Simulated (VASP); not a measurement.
# MoW14 (a cell with a defect) in VASP: a series of runs

The runs below take MoW14 (a cell with a defect) through single point, with PBE.

All numbers are computed with VASP 6.6.1; they aren't measurements. Logs are shortened: lines on timing, memory, paths and dates and some standing lists are left out, and cuts for length are marked.

### Step 1. The cell of the first run

The cell holds a defect, 15 atoms: a = 6.320 Å, b = 6.320 Å, c = 6.320 Å, α = 90.00°, β = 90.00°, γ = 90.00°.

### Step 2. Single point, PBE

Input file INCAR:

```
ALGO = Normal ; EDIFF = 1E-6
ENCUT = 520 ; GGA = PE
ISIF = 2 ; ISMEAR = 0
LASPH = True ; LCHARG = False
LREAL = Auto ; LWAVE = False
NBANDS = 118 ; NELM = 60
PREC = Accurate ; SIGMA = 0.1
```

Input file KPOINTS:

```
k-points
0
Gamma
  3 3 3
```

Input file POSCAR:

```
MoW14
1.0
    6.3200000000      0.0000000000      0.0000000000
    0.0000000000      6.3200000000      0.0000000000
    0.0000000000      0.0000000000      6.3200000000
W Mo
14 1
Direct
    0.0003677215     -0.0019096519      0.0000753165
    0.4996604430     -0.0018982595      0.0004685127
    0.0003447785      0.4973897152      0.0004838608
    0.0006825949     -0.0016000000      0.4994628165
    0.5000574367     -0.0019153481      0.4997761076
    0.7480096519      0.2499080696      0.2479117089
    0.0003594937      0.4977851266      0.4997727848
    0.2522071203      0.7457498418      0.2478601266
    0.2521742089      0.2499431962      0.7520259494
    0.4996677215      0.4973881329      0.4996710443
    0.7472384494      0.7449875000      0.2473985759
    0.7471917722      0.2505925633      0.7529572785
    0.2527998418      0.7448732595      0.7529490506
    0.7480772152      0.7457504747      0.7520395570
    0.2524900316      0.2503018987      0.2475737342
```

Potentials or basis: VASP PAW PBE potentials, release 64 (W_sv, Mo_sv).

Launch:

```sh
> cat potpaw_PBE.64/W_sv/POTCAR potpaw_PBE.64/Mo_sv/POTCAR > POTCAR
> mpirun -np 1 vasp_std > vasp.out
```

OUTCAR:

```text
EDIFF = 1E-6
   ENCUT = 520
   GGA = PE
   ISIF = 2
   ISMEAR = 0
   LASPH = True
   LREAL = Auto
   NELM = 60
   PREC = Accurate

 ion  position               nearest neighbor table
   1  0.000  0.998  0.000-   9 2.74  15 2.74   8 2.74   6 2.74  14 2.75  13 2.75  12 2.75  11 2.75
                             2 3.16   3 3.16   4 3.16   4 3.16   3 3.16   2 3.16
   2  0.500  0.998  0.000-  15 2.72   8 2.73  12 2.73   6 2.73  13 2.73  11 2.73   9 2.73  14 2.73
                             1 3.16   5 3.16   5 3.16   1 3.16
   3  0.000  0.497  0.000-  15 2.72   6 2.73  13 2.73  12 2.73   8 2.73  11 2.73   9 2.73  14 2.73
                             7 3.16   1 3.16   1 3.16   7 3.16
   4  0.001  0.998  0.499-  15 2.76   9 2.76   6 2.76   8 2.76  14 2.77  11 2.77  13 2.77  12 2.77
                             5 3.16   7 3.16   1 3.16   1 3.16   7 3.16   5 3.16
   5  0.500  0.998  0.500-   6 2.74   9 2.74  15 2.74   8 2.74  14 2.75  11 2.75  12 2.75  13 2.75
                            10 3.16   2 3.16   4 3.16   4 3.16   2 3.16  10 3.16
   6  0.748  0.250  0.248-   3 2.73  10 2.73   2 2.73   5 2.74   1 2.74   7 2.74   4 2.76  12 3.13
                            11 3.13  15 3.13  15 3.19  11 3.19  12 3.19
   7  0.000  0.498  0.500-   8 2.74  15 2.74   9 2.74   6 2.74  14 2.75  11 2.75  13 2.75  12 2.75
                             3 3.16  10 3.16   4 3.16   4 3.16  10 3.16   3 3.16
   8  0.252  0.746  0.248-   2 2.73   3 2.73  10 2.73   7 2.74   1 2.74   5 2.74   4 2.76  13 3.13
                            11 3.13  15 3.13  15 3.19  11 3.19  13 3.19
   9  0.252  0.250  0.752-  10 2.73   3 2.73   2 2.73   1 2.74   7 2.74   5 2.74   4 2.76  13 3.13
                            12 3.13  15 3.13  15 3.19  12 3.19  13 3.19
  10  0.500  0.497  0.500-  15 2.72   9 2.73  11 2.73   6 2.73   8 2.73  12 2.73  13 2.73  14 2.73
                             5 3.16   7 3.16   7 3.16   5 3.16
  11  0.747  0.745  0.247-  10 2.73   3 2.73   2 2.73   5 2.75   7 2.75   1 2.75   4 2.77   8 3.13
                             6 3.13  14 3.13  14 3.19   6 3.19   8 3.19
  12  0.747  0.251  0.753-   3 2.73   2 2.73  10 2.73   1 2.75   5 2.75   7 2.75   4 2.77   6 3.13
                             9 3.13  14 3.13  14 3.19   9 3.19   6 3.19
  13  0.253  0.745  0.753-   3 2.73   2 2.73  10 2.73   7 2.75   1 2.75   5 2.75   4 2.77   8 3.13
                             9 3.13  14 3.13  14 3.19   9 3.19   8 3.19
  14  0.748  0.746  0.752-   3 2.73  10 2.73   2 2.73   7 2.75   5 2.75   1 2.75   4 2.77  12 3.13
                            13 3.13  11 3.13  11 3.19  13 3.19  12 3.19
  15  0.252  0.250  0.248-   3 2.72  10 2.72   2 2.72   7 2.74   1 2.74   5 2.74   4 2.76   8 3.13
                             6 3.13   9 3.13   9 3.19   6 3.19   8 3.19

  LATTYP: Found a simple cubic cell.
 ALAT       =     6.3200000000

  Lattice vectors:

 A1 = (   6.3200000000,   0.0000000000,   0.0000000000)
 A2 = (   0.0000000000,   6.3200000000,   0.0000000000)
 A3 = (   0.0000000000,   0.0000000000,   6.3200000000)

Analysis of symmetry for initial positions (statically):
=====================================================================
 Subroutine PRICEL returns:
 Original cell was already a primitive cell.

 Routine SETGRP: Setting up the symmetry group for a
 simple cubic supercell.

 Subroutine GETGRP returns: Found  1 space group operations
 (whereof  1 operations were pure point group operations)
 out of a pool of 48 trial point group operations.

The static configuration has the point symmetry C_1 .

Analysis of symmetry for dynamics (positions and initial velocities):
=====================================================================
 Subroutine PRICEL returns:
 Original cell was already a primitive cell.

 Routine SETGRP: Setting up the symmetry group for a
 simple cubic supercell.

 Subroutine GETGRP returns: Found  1 space group operations
 (whereof  1 operations were pure point group operations)
 out of a pool of 48 trial point group operations.

The dynamic configuration has the point symmetry C_1 .

 Subroutine INISYM returns: Found  1 space group operations
 (whereof  1 operations are pure point group operations),
 and found     1 'primitive' translations

----------------------------------------------------------------------------------------

                                     Primitive cell

  volume of cell :     252.4360

  direct lattice vectors                    reciprocal lattice vectors
     6.320000000  0.000000000  0.000000000     0.158227848  0.000000000  0.000000000
     0.000000000  6.320000000  0.000000000     0.000000000  0.158227848  0.000000000
[... 71 lines left out ...]
  0.000000  0.000000  0.333333      2.000000
  0.333333  0.333333  0.000000      2.000000
  0.000000  0.333333  0.333333      2.000000
  0.333333  0.000000  0.333333      2.000000
 -0.333333  0.333333  0.000000      2.000000
 -0.333333  0.000000  0.333333      2.000000
  0.000000 -0.333333  0.333333      2.000000
  0.333333  0.333333  0.333333      2.000000
 -0.333333  0.333333  0.333333      2.000000
 -0.333333 -0.333333  0.333333      2.000000
  0.333333 -0.333333  0.333333      2.000000
   k-points           NKPTS =     14   k-points in BZ     NKDIM =     14   number of bands    NBANDS=    118
   number of dos      NEDOS =    301   number of ions     NIONS =     15
   total plane-waves  NPLWV = 110592
   dimension x,y,z NGX =    48 NGY =   48 NGZ =   48
   dimension x,y,z NGXF=    96 NGYF=   96 NGZF=   96
   ions per type =              14   1
   NGX,Y,Z   is equivalent  to a cutoff of  12.63, 12.63, 12.63 a.u.
   NGXF,Y,Z  is equivalent  to a cutoff of  25.25, 25.25, 25.25 a.u.
 SYSTEM =  unknown system
   PREC   = accura    normal or accurate (medium, high low for compatibility)
   ISTART =      0    job   : 0-new  1-cont  2-samecut
   ICHARG =      2    charge: 1-file 2-atom 10-const
   ISPIN  =      1    spin polarized calculation?
   LNONCOLLINEAR =      F non collinear calculations
   LSORBIT =      F    spin-orbit coupling
   LASPH  =      T    aspherical Exc in radial PAW
   ENCUT  =  520.0 eV  38.22 Ry    6.18 a.u.  11.75 11.75 11.75*2*pi/ulx,y,z
   NELM   =     60;   NELMIN=  2; NELMDL= -5     # of ELM steps
   EDIFF  = 0.1E-05   stopping-criterion for ELM
   LREAL  =      T    real-space projection
   EDIFFG = 0.1E-04   stopping-criterion for IOM
   NSW    =      0    number of steps for IOM
   IBRION =     -1    ionic relax: 0-MD 1-quasi-New 2-CG
   NFREE  =      0    steps in history (QN), initial steepest desc. (CG)
   ISIF   =      2    stress and relaxation
   ISYM   =      2    0-nonsym 1-usesym 2-fastsym
   POTIM  = 0.5000    time-step for ionic-motion
   TEBEG  =    0.0;   TEEND  =   0.0 temperature during run
   PSTRESS=    0.0 pullay stress
   NELECT =     210.0000    total number of electrons
   NUPDOWN=      -1.0000    fix difference up-down
   EMIN   =  10.00;   EMAX   =-10.00  energy-range for DOS
   EFERMI =   0.00;   METHOD = LEGACY
   ISMEAR =     0;   SIGMA  =   0.10  broadening in eV -4-tet -1-fermi 0-gaus
   EFERMI_NEDOS =   21; number of points for ismear=-14 and -15
   IALGO  =     38    algorithm
   IMIX   =      4    mixing-type and parameters
     AMIX     =   0.40;   BMIX     =  1.00
     AMIX_MAG =   1.60;   BMIX_MAG =  1.00
  volume/ion in A,a.u.               =      16.83       113.57
  Fermi-wavevector in a.u.,A,eV,Ry     =   1.539681  2.909576 32.254225  2.370619
  Thomas-Fermi vector in A             =   2.645875
   LORBIT       =      0    0 simple, 1 ext, 2 COOP (PROOUT), +10 PAW based schemes
   GGA     = PE    functional components
   LHFCALC =     F    Hartree Fock is set to
   AEXX    =    0.0000 exact exchange contribution
   IVDW    =     0    specifies the selected vdW correction
   LEPSILON=     F    determine dielectric tensor
   LRPA    =     F    only Hartree local field effects (RPA)
 non-spin polarized calculation
 Gauss-broadening in eV      SIGMA  =   0.10
  energy-cutoff  :      520.00
  volume of cell :      252.44
 maximum number of plane-waves:      6859
   NGX = 23   NGY = 23   NGZ = 23

 number of electron     210.0000002 magnetization

 Free energy of the ion-electron system (eV)
  ---------------------------------------------------
  ext. energy  EPLUGINS =         0.00000000
  ---------------------------------------------------
  free energy    TOTEN  =      -188.89264413 eV

  energy without entropy =     -188.82033068  energy(sigma->0) =     -188.85648740

 E-fermi :  10.2921     XC(G=0): -13.1987

 val. band max:       10.2427868614   @ k =   0.0000   0.0000   0.0000
 cond. band min:      10.3028559678   @ k =   0.3333   0.0000   0.0000
 fundamental gap:      0.0600691064
 Fermi energy:        10.2921360941

 k-point     1 :       0.0000    0.0000    0.0000
  band No.  band energies     occupation
      1     -63.5843      2.00000
      2     -63.5247      2.00000
      3     -63.5244      2.00000
      4     -63.5077      2.00000
      5     -63.4914      2.00000
      6     -63.4803      2.00000
[... 1669 lines left out ...]
    116      12.6063      0.00000
    117      12.6960      0.00000
 [bands above 117 left out]

------------------------ aborting loop because EDIFF is reached ----------------------------------------

  FORCE on cell =-STRESS in cart. coord.  units (eV):
  Direction    XX          YY          ZZ          XY          YZ          ZX
  --------------------------------------------------------------------------------------
  -------------------------------------------------------------------------------------
  Total       -0.5950203     -0.5916086     -0.5958791      0.1072712     -0.0984801     -0.0944772
  in kB       -3.7765142     -3.7548609     -3.7819651      0.6808359     -0.6250402     -0.5996339
  external PRESSURE =      -3.7711134 kB  Pullay stress =       0.0000000 kB

 VOLUME and BASIS-vectors are now :
 -----------------------------------------------------------------------------
  energy-cutoff  :      520.00
  volume of cell :      252.44
      direct lattice vectors                 reciprocal lattice vectors
     6.320000000  0.000000000  0.000000000     0.158227848  0.000000000  0.000000000
     0.000000000  6.320000000  0.000000000     0.000000000  0.158227848  0.000000000
     0.000000000  0.000000000  6.320000000     0.000000000  0.000000000  0.158227848

 POSITION                                       TOTAL-FORCE (eV/Angst)
 -----------------------------------------------------------------------------------
      0.00232      6.30793      0.00048        -0.013586     -0.012074     -0.014321
      3.15785      6.30800      0.00296         0.012269     -0.013928     -0.013589
      0.00218      3.14350      0.00306        -0.014147      0.013243     -0.013727
      0.00431      6.30989      3.15661        -0.021503     -0.020524      0.022011
      3.16036      6.30790      3.15859         0.010883     -0.011471      0.011784
      4.72742      1.57942      1.56680        -0.003721      0.008830     -0.005791
      0.00227      3.14600      3.15856        -0.012521      0.012998      0.010911
      1.59395      4.71314      1.56648         0.006970     -0.003410     -0.001856
      1.59374      1.57964      4.75280         0.007253      0.002783      0.007843
      3.15790      3.14349      3.15792         0.011206      0.013782      0.019990
      4.72255      4.70832      1.56356        -0.008247     -0.009808     -0.018898
      4.72225      1.58375      4.75869        -0.006488      0.007769      0.003781
      1.59770      4.70760      4.75864         0.015094     -0.002488      0.003681
      4.72785      4.71314      4.75289        -0.008778     -0.003883      0.010058
      1.59574      1.58191      1.56467         0.025317      0.018181     -0.021877
 -----------------------------------------------------------------------------------
    total drift:                                0.000131      0.014590      0.001255

  FREE ENERGIE OF THE ION-ELECTRON SYSTEM (eV)
  ---------------------------------------------------
  free  energy   TOTEN  =      -188.8926441299 eV

  energy  without entropy=     -188.8203306794  energy(sigma->0) =     -188.85648740
```

Wall time 9 min (1 thread of AMD EPYC 7R13 (Zen 3), shared host); peak memory 0.45 GiB.

What came out:

| Item | Value |
| --- | --- |
| Free energy | -188.8926 eV |
| Pressure | -0.4 GPa |
| Largest force | 0.038 eV/Å |

Forces in eV/Å, atoms in the order of the input:
```
W   -0.014 -0.012 -0.014
W    0.012 -0.014 -0.014
W   -0.014  0.013 -0.014
W   -0.022 -0.021  0.022
W    0.011 -0.011  0.012
W   -0.004  0.009 -0.006
W   -0.013  0.013  0.011
W    0.007 -0.003 -0.002
W    0.007  0.003  0.008
W    0.011  0.014  0.020
W   -0.008 -0.010 -0.019
W   -0.006  0.008  0.004
W    0.015 -0.002  0.004
W   -0.009 -0.004  0.010
Mo   0.025  0.018 -0.022
```

Stress tensor (GPa, compression positive):
```
-0.38  0.07 -0.06
 0.07 -0.38 -0.06
-0.06 -0.06 -0.38
```

Levels at points of the mesh, in eV from the Fermi level:
| k point | band 103 | band 104 | band 105 | band 106 | band 107 | band 108 |
| --- | --- | --- | --- | --- | --- | --- |
| (0.00, 0.00, 0.00) | -0.11 | -0.05 | -0.05 | 1.07 | 1.07 | 1.08 |

Caveat: spin-orbit coupling is left out, which moves the levels of the heavy elements.

### Step 3. Single point, PBE

Input file INCAR:

```
  PREC = Accurate
  ENCUT = 520
  EDIFF = 1E-6
  ISMEAR = 0
  SIGMA = 0.1
  LREAL = Auto
  LASPH = True
  NELM = 80
  ALGO = Normal
  ISIF = 2
  LWAVE = False
  LCHARG = True
  GGA = PE
  LELF = True
  LVHAR = True
  NBANDS = 118
```

Input file KPOINTS:

```
Automatic mesh
0
Gamma
  3 3 3
```

Input file POSCAR:

```
MoW14
1.0
    6.3200000000      0.0000000000      0.0000000000
    0.0000000000      6.3200000000      0.0000000000
    0.0000000000      0.0000000000      6.3200000000
W Mo
14 1
Direct
    0.0014783228     -0.0000170886     -0.0001928797
    0.5041723101     -0.0118221519     -0.0041398734
   -0.0103536392      0.5026613924     -0.0041669304
    0.0040849684      0.0026007911      0.4959438291
    0.5001479430     -0.0001267405      0.4985164557
    0.7536351266      0.2449825949      0.2537178797
    0.0013537975      0.4986253165      0.4985106013
    0.2465061709      0.7521090190      0.2537474684
    0.2464661392      0.2449283228      0.7465917722
    0.5040645570      0.5025375000      0.5101371835
    0.7441457278      0.7425746835      0.2486224684
    0.7440000000      0.2501435127      0.7562313291
    0.2516479430      0.7424726266      0.7562063291
    0.7492150316      0.7477006329      0.7509634494
    0.3436550633      0.3421933544      0.1562621835
```

Potentials or basis: VASP PAW PBE potentials, release 64 (W_sv, Mo_sv).

Launch:

```sh
> cat potpaw_PBE.64/W_sv/POTCAR potpaw_PBE.64/Mo_sv/POTCAR > POTCAR
> mpirun -np 1 vasp_std > vasp.out
```

OUTCAR:

```text
PREC = Accurate
   ENCUT = 520
   EDIFF = 1E-6
   ISMEAR = 0
   LREAL = Auto
   LASPH = True
   NELM = 80
   ISIF = 2
   GGA = PE

 ion  position               nearest neighbor table
   1  0.001  1.000  1.000-   9 2.71   6 2.73   8 2.73  12 2.74  13 2.74  14 2.75  11 2.79   4 3.14
                             2 3.14   3 3.14   3 3.18   2 3.18   4 3.18  15 3.21
   2  0.504  0.988  0.996-  15 2.66  14 2.67  13 2.69  11 2.69  12 2.71   8 2.74   9 2.79   6 2.79
                             1 3.14   5 3.14   5 3.18   1 3.18
[... 1926 lines left out ...]
  volume of cell :      252.44
      direct lattice vectors                 reciprocal lattice vectors
     6.320000000  0.000000000  0.000000000     0.158227848  0.000000000  0.000000000
     0.000000000  6.320000000  0.000000000     0.000000000  0.158227848  0.000000000
     0.000000000  0.000000000  6.320000000     0.000000000  0.000000000  0.158227848

 POSITION                                       TOTAL-FORCE (eV/Angst)
 -----------------------------------------------------------------------------------
      0.00934      6.31989      6.31878         0.006019      0.004659      0.021955
      3.18637      6.24528      6.29384         0.001323      0.004403      0.011191
      6.25457      3.17682      6.29366         0.008663      0.001414      0.010818
      0.02582      0.01644      3.13436         0.012094      0.008114      0.000784
      3.16093      6.31920      3.15062        -0.011407      0.013979      0.005592
      4.76297      1.54829      1.60350        -0.004126      0.002950     -0.014433
      0.00856      3.15131      3.15059         0.017065     -0.009496      0.005577
      1.55792      4.75333      1.60368         0.004151     -0.003216     -0.019588
      1.55767      1.54795      4.71846         0.006963      0.008775     -0.013325
      3.18569      3.17604      3.22407         0.006345      0.005859      0.017437
      4.70300      4.69307      1.57129        -0.025726     -0.019064     -0.004743
      4.70208      1.58091      4.77938        -0.021481     -0.010327      0.003104
      1.59041      4.69243      4.77922        -0.008384     -0.019428      0.006761
      4.73504      4.72547      4.74609         0.006217      0.010203     -0.024319
      2.17190      2.16266      0.98758         0.002284      0.001175     -0.006808
 -----------------------------------------------------------------------------------
    total drift:                                0.001919     -0.001116     -0.001063

  FREE ENERGIE OF THE ION-ELECTRON SYSTEM (eV)
  ---------------------------------------------------
  free  energy   TOTEN  =      -187.5503583797 eV

  energy  without entropy=     -187.4975748920  energy(sigma->0) =     -187.52396664
```

Run time: 8.4 min. Hardware: 1 thread of AMD EPYC 7R13 (Zen 3), shared host; peak memory 0.45 GiB.

What came out:

```
Free energy   : -187.5504 eV
Pressure      : 0.5 GPa
Largest force : 0.032 eV/Å
```

Forces in eV/Å, atoms in the order of the input:
```
W    0.006  0.005  0.022
W    0.001  0.004  0.011
W    0.009  0.001  0.011
W    0.012  0.008  0.001
W   -0.011  0.014  0.006
W   -0.004  0.003 -0.014
W    0.017 -0.009  0.006
W    0.004 -0.003 -0.020
W    0.007  0.009 -0.013
W    0.006  0.006  0.017
W   -0.026 -0.019 -0.005
W   -0.021 -0.010  0.003
W   -0.008 -0.019  0.007
W    0.006  0.010 -0.024
Mo   0.002  0.001 -0.007
```

Caveat: spin-orbit coupling is left out, which moves the levels of the heavy elements.
